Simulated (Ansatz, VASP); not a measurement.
# Be: VASP beside Ansatz

```
CELL_PARAMETERS angstrom
2.26460 0.00000 0.00000
-1.13230 1.96120 0.00000
0.00000 0.00000 3.56126
ATOMIC_POSITIONS crystal
Be 0.33333 0.66667 0.25000
Be 0.66667 0.33333 0.75000
```

Alike in both runs: task single point; functional r2SCAN; k mesh 16 × 16 × 9; occupations fermi-dirac, width 0.2 eV; no spin polarisation.

|  | VASP | Ansatz |
| --- | --- | --- |
| version | VASP 6.6.1 | Ansatz 0.2.0 |
| potentials or method | VASP PAW PBE potentials, release 64 (Be), cutoff 520 eV | plane waves (500 eV) with PAW, scalar-relativistic |
| valence electrons in the cell | 4 | 4 |

Ansatz gave:

```
pressure (GPa)                                                : 0.0
traceless stress, the component that is largest in VASP (GPa) : 0.15
```

Q: What did VASP give for the same quantities?

A: Pressure (GPa): 0.2; traceless stress, the component that is largest in VASP (GPa): 0.22.

VASP's potentials were made for PBE, not for r2SCAN.
